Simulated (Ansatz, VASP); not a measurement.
## GaP in VASP and in Ansatz

The input INCAR:

```
SYSTEM = GaP
PREC = Accurate
ENCUT = 500
EDIFF = 1E-6
ISMEAR = 0
SIGMA = 0.01
LREAL = .False.
LASPH = .True.
NELM = 120
ALGO = Normal
ISIF = 2
LWAVE = .False.
LCHARG = .False.
GGA = PS
NBANDS = 16
GGA_COMPAT = .False.
```

The input KPOINTS:

```
regular mesh
0
Gamma
  8 8 8
  0 0 0
```

The input POSCAR:

```
GaP
1.0
    0.0000000000      2.7192248534      2.7192248534
    2.7192248534      0.0000000000      2.7192248534
    2.7192248534      2.7192248534      0.0000000000
Ga P
1 1
Direct
    0.0000000000      0.0000000000      0.0000000000
    0.2500000000      0.2500000000      0.2500000000
```

Input for Ansatz:

```yaml
crystal:
  lattice:
    - [0.0, 2.7192248534, 2.7192248534]
    - [2.7192248534, 0.0, 2.7192248534]
    - [2.7192248534, 2.7192248534, 0.0]
  atoms:
    - { symbol: Ga, position: [0.0, 0.0, 0.0] }
    - { symbol: P, position: [0.25, 0.25, 0.25] }
basis:
  ecutwfc: 420
kpoints:
  mp_grid: { grid: [8, 8, 8] }
  band_path:
    path:
      - [0.0, 0.0, 0.0]
      - [0.0, 0.0, 0.0]
      - [0.0, 0.0, 0.0]
      - [0.0, 0.0, 0.0]
      - [0.0, 0.0, 0.0]
      - [0.0, 0.0, 0.0]
      - [0.0, 0.0, 0.0]
      - [0.0, 0.0, 0.0]
      - [0.0, 0.0, 0.0]
      - [0.0, 0.0, 0.0]
      - [0.0, 0.0, 0.0]
      - [0.0, 0.0, 0.0]
      - [0.0, 0.0, 0.0]
      - [0.0, 0.0, 0.0]
      - [0.0, 0.0, 0.0]
      - [0.0, 0.0, 0.0]
      - [0.0, 0.0, 0.0]
      - [0.0, 0.0, 0.0]
      - [0.0, 0.0, 0.0]
      - [0.0, 0.0, 0.0]
      - [0.0, 0.0, 0.0]
      - [0.0, 0.0, 0.0]
      - [0.0, 0.0, 0.0]
      - [0.0, 0.0, 0.0]
      - [0.0, 0.0, 0.0]
      - [0.0, 0.0, 0.0]
      - [0.3, 0.3, 0.0]
      - [0.3166666667, 0.3166666667, 0.0]
      - [0.3333333333, 0.3333333333, 0.0]
      - [0.35, 0.35, 0.0]
      - [0.3666666667, 0.3666666667, 0.0]
      - [0.3833333333, 0.3833333333, 0.0]
      - [0.4, 0.4, 0.0]
      - [0.4166666667, 0.4166666667, 0.0]
      - [0.4333333333, 0.4333333333, 0.0]
      - [0.45, 0.45, 0.0]
      - [0.4666666667, 0.4666666667, 0.0]
      - [0.4833333333, 0.4833333333, 0.0]
      - [0.5, 0.5, 0.0]
      - [0.5, 0.5, 0.5]
      - [0.5, 0.5, 0.5]
      - [0.5, 0.5, 0.5]
      - [0.5, 0.5, 0.5]
      - [0.5, 0.5, 0.5]
      - [0.5, 0.5, 0.5]
      - [0.5, 0.5, 0.5]
      - [0.5, 0.5, 0.5]
      - [0.5, 0.5, 0.5]
      - [0.5, 0.5, 0.5]
      - [0.5, 0.5, 0.5]
      - [0.5, 0.5, 0.5]
      - [0.5, 0.5, 0.5]
    npoints: 1
hamiltonian:
  xc: pbesol
  pseudopotentials: { kind: paw }
scf:
  occupations: { method: fixed }
  n_extra_bands: 5
output:
  eigenvalues: true
```

Alike in both runs: task single point; functional PBEsol; k mesh 8 × 8 × 8; no spin polarisation.

```csv
,VASP,Ansatz
version,VASP 6.6.1,Ansatz 0.2.0
potentials or method,"VASP PAW PBE potentials, release 64 (Ga_d, P), cutoff 500 eV","scalar-relativistic, plane waves, PAW"
occupations,"gaussian, width 0.01 eV",fixed
valence electrons in the cell,18,18
```

```csv
,VASP,Ansatz,Ansatz less VASP
gap on the k mesh at the Fermi level (eV),1.50,1.50,-0.003
least direct gap on the mesh (eV),1.80,1.80,-0.007
```

VASP's potentials were made for PBE, not for PBEsol.
